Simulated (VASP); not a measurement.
# H7C16F in VASP: further runs, part 2 of 3

VASP 6.6.1. Earlier steps stand in the parts before.

## (3) Single point, PBE

Input file INCAR:

```
ALGO = Normal ; EDIFF = 1E-6
ENCUT = 520 ; GGA = PE
ISIF = 2 ; ISMEAR = 0
LASPH = T ; LCHARG = F
LREAL = Auto ; LWAVE = F
NBANDS = 57 ; NELM = 100
PREC = Accurate ; SIGMA = 0.05
```

Input file KPOINTS:

```
k-points
0
Gamma
  3 3 1
```

Input file POSCAR:

```
H7C16F
1.0
    5.0487420000      0.0000000000      0.0000000000
    2.5243710000      4.3723390000      0.0000000000
    0.0000000000      0.0000000000     16.7764260000
H C F
7 16 1
Direct
    0.1666666800      0.1666666700      0.0596074500
    0.6666667300      0.1666666700      0.0596074500
    0.1666666900      0.6666667000      0.0596074500
    0.6666667300      0.6666667000      0.0596074500
    0.0038718219      0.4867981857      0.3454941803
    0.5101747115      0.4849669451      0.3454953110
    0.9790140776      0.0114376421      0.3636944233
    0.1666666800      0.1666666700      0.1251756500
    0.6666667300      0.1666666700      0.1251756500
    0.1666666900      0.6666667000      0.1251756500
    0.6666667300      0.6666667000      0.1251756500
   -0.1666666700      0.3333333500      0.1558904800
    0.3333333700      0.3333333500      0.1558904800
   -0.1666666600      0.8333333700      0.1558904800
    0.3333333800      0.8333333700      0.1558904800
   -0.1629352490      0.3257359028      0.2489785589
    0.3363119090      0.3273581314      0.2496700873
   -0.1624279782      0.8280668397      0.2527610996
    0.3342688777      0.8280828168      0.2529172705
    0.0023608689     -0.0048309341      0.2765299549
    0.5046090030     -0.0091287958      0.2649594112
    0.0027200073      0.4905471484      0.2799096955
    0.5065859770      0.4905828917      0.2799272415
    0.9287309609      0.0579615012      0.4257720759
```

Potentials or basis: VASP PAW PBE potentials, release 64 (H, C, F).

Started as:

```console
cat potpaw_PBE.64/H/POTCAR potpaw_PBE.64/C/POTCAR potpaw_PBE.64/F/POTCAR > POTCAR
mpirun -np 1 vasp_std > vasp.out
```

OUTCAR:

```text
EDIFF = 1E-6
   ENCUT = 520
   GGA = PE
   ISIF = 2
   ISMEAR = 0
   LASPH = T
   LREAL = Auto
   NELM = 100
   PREC = Accurate

 ion  position               nearest neighbor table
   1  0.167  0.167  0.060-   8 1.10
   2  0.667  0.167  0.060-   9 1.10
   3  0.167  0.667  0.060-  10 1.10
   4  0.667  0.667  0.060-  11 1.10
   5  0.004  0.487  0.345-  22 1.10
   6  0.510  0.485  0.345-  23 1.10
   7  0.979  0.011  0.364-  24 1.07  20 1.47
   8  0.167  0.167  0.125-   1 1.10  15 1.55  12 1.55  13 1.55
   9  0.667  0.167  0.125-   2 1.10  12 1.55  14 1.55  13 1.55
  10  0.167  0.667  0.125-   3 1.10  14 1.55  13 1.55  15 1.55
  11  0.667  0.667  0.125-   4 1.10  14 1.55  15 1.55  12 1.55
  12  0.833  0.333  0.156-   9 1.55   8 1.55  11 1.55  16 1.56
  13  0.333  0.333  0.156-  10 1.55   9 1.55   8 1.55  17 1.57
  14  0.833  0.833  0.156-  11 1.55   9 1.55  10 1.55  18 1.63
  15  0.333  0.833  0.156-   8 1.55  11 1.55  10 1.55  19 1.63
  16  0.837  0.326  0.249-  20 1.52  22 1.54  23 1.54  12 1.56
  17  0.336  0.327  0.250-  21 1.49  23 1.54  22 1.54  13 1.57
  18  0.838  0.828  0.253-  21 1.47  20 1.50  22 1.54  14 1.63
  19  0.334  0.828  0.253-  21 1.47  20 1.50  23 1.54  15 1.63
  20  0.002  0.995  0.277-   7 1.47  19 1.50  18 1.50  16 1.52
  21  0.505  0.991  0.265-  18 1.47  19 1.47  17 1.49
  22  0.003  0.491  0.280-   5 1.10  16 1.54  17 1.54  18 1.54
  23  0.507  0.491  0.280-   6 1.10  16 1.54  19 1.54  17 1.54
  24  0.929  0.058  0.426-   7 1.07

  LATTYP: Found a hexagonal cell.
 ALAT       =     5.0487421480
 C/A-ratio  =     3.3228922192

  Lattice vectors:

 A1 = (  -2.5243710000,  -4.3723390000,   0.0000000000)
 A2 = (   5.0487420000,   0.0000000000,   0.0000000000)
 A3 = (   0.0000000000,   0.0000000000,  16.7764260000)

Analysis of symmetry for initial positions (statically):
=====================================================================
 Subroutine PRICEL returns:
 Original cell was already a primitive cell.

 Routine SETGRP: Setting up the symmetry group for a
 hexagonal supercell.

 Subroutine GETGRP returns: Found  1 space group operations
 (whereof  1 operations were pure point group operations)
 out of a pool of 24 trial point group operations.

The static configuration has the point symmetry C_1 .

Analysis of symmetry for dynamics (positions and initial velocities):
=====================================================================
 Subroutine PRICEL returns:
 Original cell was already a primitive cell.

 Routine SETGRP: Setting up the symmetry group for a
 hexagonal supercell.

 Subroutine GETGRP returns: Found  1 space group operations
 (whereof  1 operations were pure point group operations)
 out of a pool of 24 trial point group operations.

The dynamic configuration has the point symmetry C_1 .

 Subroutine INISYM returns: Found  1 space group operations
 (whereof  1 operations are pure point group operations),
 and found     1 'primitive' translations

----------------------------------------------------------------------------------------

                                     Primitive cell

  volume of cell :     370.3364

[... 87 lines left out ...]
 Following reciprocal coordinates:
            Coordinates               Weight
  0.000000  0.000000  0.000000      1.000000
  0.333333  0.000000  0.000000      2.000000
  0.333333  0.333333  0.000000      2.000000
  0.000000  0.333333  0.000000      2.000000
 -0.333333  0.333333  0.000000      2.000000
   k-points           NKPTS =      5   k-points in BZ     NKDIM =      5   number of bands    NBANDS=     57
   number of dos      NEDOS =    301   number of ions     NIONS =     24
   total plane-waves  NPLWV = 201600
   dimension x,y,z NGX =    40 NGY =   40 NGZ =  126
   dimension x,y,z NGXF=    80 NGYF=   80 NGZF=  252
   ions per type =               7  16   1
   NGX,Y,Z   is equivalent  to a cutoff of  13.17, 13.17, 12.49 a.u.
   NGXF,Y,Z  is equivalent  to a cutoff of  26.34, 26.34, 24.97 a.u.
 SYSTEM =  unknown system
   PREC   = accura    normal or accurate (medium, high low for compatibility)
   ISTART =      0    job   : 0-new  1-cont  2-samecut
   ICHARG =      2    charge: 1-file 2-atom 10-const
   ISPIN  =      1    spin polarized calculation?
   LNONCOLLINEAR =      F non collinear calculations
   LSORBIT =      F    spin-orbit coupling
   LASPH  =      T    aspherical Exc in radial PAW
   ENCUT  =  520.0 eV  38.22 Ry    6.18 a.u.   9.39  9.39 31.19*2*pi/ulx,y,z
   NELM   =    100;   NELMIN=  2; NELMDL= -5     # of ELM steps
   EDIFF  = 0.1E-05   stopping-criterion for ELM
   LREAL  =      T    real-space projection
   EDIFFG = 0.1E-04   stopping-criterion for IOM
   NSW    =      0    number of steps for IOM
   IBRION =     -1    ionic relax: 0-MD 1-quasi-New 2-CG
   NFREE  =      0    steps in history (QN), initial steepest desc. (CG)
   ISIF   =      2    stress and relaxation
   ISYM   =      2    0-nonsym 1-usesym 2-fastsym
   POTIM  = 0.5000    time-step for ionic-motion
   TEBEG  =    0.0;   TEEND  =   0.0 temperature during run
   PSTRESS=    0.0 pullay stress
   NELECT =      78.0000    total number of electrons
   NUPDOWN=      -1.0000    fix difference up-down
   EMIN   =  10.00;   EMAX   =-10.00  energy-range for DOS
   EFERMI =   0.00;   METHOD = LEGACY
   ISMEAR =     0;   SIGMA  =   0.05  broadening in eV -4-tet -1-fermi 0-gaus
   EFERMI_NEDOS =   21; number of points for ismear=-14 and -15
   IALGO  =     38    algorithm
   IMIX   =      4    mixing-type and parameters
     AMIX     =   0.40;   BMIX     =  1.00
     AMIX_MAG =   1.60;   BMIX_MAG =  1.00
  volume/ion in A,a.u.               =      15.43       104.13
  Fermi-wavevector in a.u.,A,eV,Ry     =   0.974034  1.840658 12.908428  0.948743
  Thomas-Fermi vector in A             =   2.104462
   LORBIT       =      0    0 simple, 1 ext, 2 COOP (PROOUT), +10 PAW based schemes
   GGA     = PE    functional components
   LHFCALC =     F    Hartree Fock is set to
   AEXX    =    0.0000 exact exchange contribution
   IVDW    =     0    specifies the selected vdW correction
   LEPSILON=     F    determine dielectric tensor
   LRPA    =     F    only Hartree local field effects (RPA)
 non-spin polarized calculation
 Gauss-broadening in eV      SIGMA  =   0.05
  energy-cutoff  :      520.00
  volume of cell :      370.34
 maximum number of plane-waves:      9984
 NGX is ok and might be reduce to    40
   NGX = 19   NGY = 19   NGZ = 63

 number of electron      78.0000000 magnetization

 Free energy of the ion-electron system (eV)
  ---------------------------------------------------
  ext. energy  EPLUGINS =         0.00000000
  ---------------------------------------------------
  free energy    TOTEN  =      -172.22394369 eV

  energy without entropy =     -172.22393912  energy(sigma->0) =     -172.22394141

 E-fermi :  -0.7399     XC(G=0):  -5.1260

 val. band max:       -0.8803936629   @ k =  -0.3333   0.3333   0.0000
 cond. band min:      -0.6053268143   @ k =   0.0000   0.0000   0.0000
 fundamental gap:      0.2750668486
 Fermi energy:        -0.7398868292

 k-point     1 :       0.0000    0.0000    0.0000
  band No.  band energies     occupation
      1     -22.8222      2.00000
      2     -21.5729      2.00000
      3     -18.8147      2.00000
      4     -16.4066      2.00000
      5     -16.3660      2.00000
      6     -16.2819      2.00000
[... 259 lines left out ...]
     50       6.5424      0.00000
     51       6.5672      0.00000
 [bands above 51 left out]

------------------------ aborting loop because EDIFF is reached ----------------------------------------

  FORCE on cell =-STRESS in cart. coord.  units (eV):
  Direction    XX          YY          ZZ          XY          YZ          ZX
  --------------------------------------------------------------------------------------
  -------------------------------------------------------------------------------------
  Total        2.0849067      0.6150053     -2.1764121     -0.0109252      0.0377128     -0.0132270
  in kB        9.0198799      2.6606820     -9.4157574     -0.0472653      0.1631560     -0.0572236
  external PRESSURE =       0.7549348 kB  Pullay stress =       0.0000000 kB

 VOLUME and BASIS-vectors are now :
 -----------------------------------------------------------------------------
  energy-cutoff  :      520.00
  volume of cell :      370.34
      direct lattice vectors                 reciprocal lattice vectors
     5.048742000  0.000000000  0.000000000     0.198069143 -0.114355268  0.000000000
     2.524371000  4.372339000  0.000000000     0.000000000  0.228710537  0.000000000
     0.000000000  0.000000000 16.776426000     0.000000000  0.000000000  0.059607452

 POSITION                                       TOTAL-FORCE (eV/Angst)
 -----------------------------------------------------------------------------------
      1.26219      0.72872      1.00000         0.015635     -0.038298     -0.126125
      3.78656      0.72872      1.00000        -0.015337     -0.038730     -0.123955
      2.52437      2.91489      1.00000        -0.001509      0.054184     -0.090842
      5.04874      2.91489      1.00000         0.001842      0.043122     -0.125954
      1.24841      2.12845      5.79616        -0.001069     -0.001429      0.026847
      3.79998      2.12044      5.79618         0.001410     -0.001940      0.027519
[... 16 lines left out ...]
      3.79604      2.14499      4.69618        -0.008772      0.005719      0.013345
      4.83524      0.25343      7.14293        -0.025192      0.026129      0.137449
 -----------------------------------------------------------------------------------
    total drift:                               -0.000813      0.023203     -0.060990

  FREE ENERGIE OF THE ION-ELECTRON SYSTEM (eV)
  ---------------------------------------------------
  free  energy   TOTEN  =      -172.2239436948 eV

  energy  without entropy=     -172.2239391208  energy(sigma->0) =     -172.22394141
```

Wall time 4.7 min (1 thread of Intel Xeon Platinum 8488C (Sapphire Rapids), shared host); peak memory 0.46 GiB.

What came out:

* Free energy: -172.2239 eV
* Largest force: 1.541 eV/Å
* Band gap on the k mesh: 0.28 eV, indirect (least direct gap 0.55 eV)

Forces on the atoms (eV/Å):
```
H    0.016 -0.038 -0.126
H   -0.015 -0.039 -0.124
H   -0.002  0.054 -0.091
H    0.002  0.043 -0.126
H   -0.001 -0.001  0.027
H    0.001 -0.002  0.028
H    0.033 -0.027 -0.151
C   -0.061  0.022  1.255
C    0.060  0.025  1.257
C    0.006 -0.045  1.540
C   -0.006 -0.097  1.182
C    0.001  0.052 -0.691
C   -0.003  0.071 -1.275
C   -0.221 -0.026 -1.466
C    0.223 -0.033 -1.460
C   -0.001  0.014 -0.010
C    0.001  0.013  0.019
C   -0.001 -0.009 -0.014
C   -0.008 -0.010 -0.014
C   -0.003  0.002  0.066
C    0.003 -0.001  0.010
C    0.010  0.000  0.015
C   -0.009  0.006  0.013
F   -0.025  0.026  0.137
```

Caveat: the k points lie up to 0.48 Å⁻¹ apart.

## (4) Single point, PBE

Input file INCAR:

```
SYSTEM = H7C16F
PREC = Accurate
ENCUT = 520
EDIFF = 1E-6
ISMEAR = 0
SIGMA = 0.05
LREAL = Auto
LASPH = .TRUE.
NELM = 80
ALGO = Normal
ISIF = 2
LWAVE = .FALSE.
LCHARG = .TRUE.
GGA = PE
LELF = .TRUE.
LVHAR = .TRUE.
NBANDS = 57
```

Input file KPOINTS:

```
Automatic mesh
0
G
  3 3 1
  0 0 0
```

Input file POSCAR:

```
H7C16F
1.0
    5.0487420000      0.0000000000      0.0000000000
    2.5243710000      4.3723390000      0.0000000000
    0.0000000000      0.0000000000     16.7764260000
H C F
7 16 1
Direct
    0.1666667848      0.1666666285      0.0596075112
    0.6666667848      0.1666666285      0.0596075112
    0.1666666285      0.6666667429      0.0596075112
    0.6666666285      0.6666667429      0.0596075112
    0.0019337832      0.4910632501      0.3453439368
    0.5096172222      0.4841392673      0.3454806167
    0.9462249501      0.0051725175      0.3611613701
    0.1666667848      0.1666666285      0.1251757079
    0.6666667848      0.1666666285      0.1251757079
    0.1666666285      0.6666667429      0.1251757079
    0.6666666285      0.6666667429      0.1251757079
   -0.1666666285      0.3333332571      0.1558904739
    0.3333333715      0.3333332571      0.1558904739
   -0.1666667848      0.8333333715      0.1558904739
    0.3333332152      0.8333333715      0.1558904739
   -0.1634878056      0.3262189871      0.2490386212
    0.3358792999      0.3279969829      0.2497995103
   -0.1628454756      0.8284138078      0.2521182998
    0.3335624521      0.8288172532      0.2530901993
    0.0014233978     -0.0041302836      0.2771759015
    0.5043717105     -0.0084554285      0.2648483056
    0.0019807377      0.4912981358      0.2797628649
    0.5059884273      0.4914717271      0.2799177250
    0.8357849915      0.0368706544      0.4195457364
```

Started as:

```console
cat potpaw_PBE.64/H/POTCAR potpaw_PBE.64/C/POTCAR potpaw_PBE.64/F/POTCAR > POTCAR
mpirun -np 1 vasp_std > vasp.out
```

Run time: 5.4 min. Hardware: 1 thread of Intel Xeon Platinum 8488C (Sapphire Rapids), shared host; peak memory 0.46 GiB.

It converged, with:

```yaml
Free_energy: -172.2319 eV
Largest_force: 1.555 eV/Å
Band_gap_on_the_k_mesh: 0.32 eV, indirect (least direct gap 0.59 eV)
```

Forces on the atoms (eV/Å):
```
H    0.017 -0.036 -0.131
H   -0.017 -0.035 -0.126
H    0.002  0.047 -0.092
H    0.001  0.039 -0.133
H    0.000 -0.002  0.028
H    0.001 -0.003  0.010
H    0.074 -0.021 -0.151
C   -0.067  0.019  1.248
C    0.066  0.029  1.237
C    0.013 -0.040  1.554
C   -0.016 -0.100  1.165
C   -0.010  0.039 -0.653
C   -0.006  0.041 -1.288
C   -0.221 -0.019 -1.484
C    0.239 -0.003 -1.426
C    0.003  0.007 -0.006
C    0.003  0.021  0.010
C   -0.002 -0.021 -0.015
C   -0.012 -0.019 -0.012
C   -0.001  0.025  0.070
C    0.006  0.003  0.019
C    0.000  0.006  0.014
C   -0.002  0.008  0.033
F   -0.071  0.015  0.128
```

Levels at points of the mesh, in eV from the valence-band top:
| k point | band 37 | band 38 | band 39 | band 40 | band 41 | band 42 |
| --- | --- | --- | --- | --- | --- | --- |
| (0.00, 0.00, 0.00) | -1.11 | -1.09 | -0.35 | 0.32 | 2.78 | 4.97 |

Caveat: the k points lie up to 0.48 Å⁻¹ apart.

(Part 2 of 3 ends here.)
